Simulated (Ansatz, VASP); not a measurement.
# One calculation of Hg, two programs

```
CELL_PARAMETERS angstrom
-1.58767 1.58767 1.58767
1.58767 -1.58767 1.58767
1.58767 1.58767 -1.58767
ATOMIC_POSITIONS crystal
Hg 0.00000 0.00000 0.00000
```

Change from the starting cell: volume scaled by 0.55, norm-conserving files.

Alike in both runs: task single point; functional PBE; k mesh 14 × 14 × 14; occupations fermi-dirac, width 0.1 eV; no spin polarisation.

|  | VASP | Ansatz |
| --- | --- | --- |
| version | VASP 6.6.1 | Ansatz 0.2.0 |
| potentials or method | VASP PAW PBE potentials, release 64 (Hg) | norm-conserving pseudopotentials, scalar-relativistic |
| plane-wave cutoff (eV) | 500 | 898 |
| valence electrons in the cell | 12 | 20 |

```tsv
	VASP	Ansatz	Ansatz less VASP
pressure (GPa)	70.5	67.9	-2.61
```

Both programs put the cell under a high pressure, so it lies far from rest at this level. The functional is the same, so the differences come from potentials, cutoffs and numerics. VASP's potentials hold 12 valence electrons a cell and Ansatz's 20, so a difference there can come from the potentials and not from the codes.

Spin-orbit coupling is off throughout. Noted on VASP's run: the cell as given lies far from equilibrium.
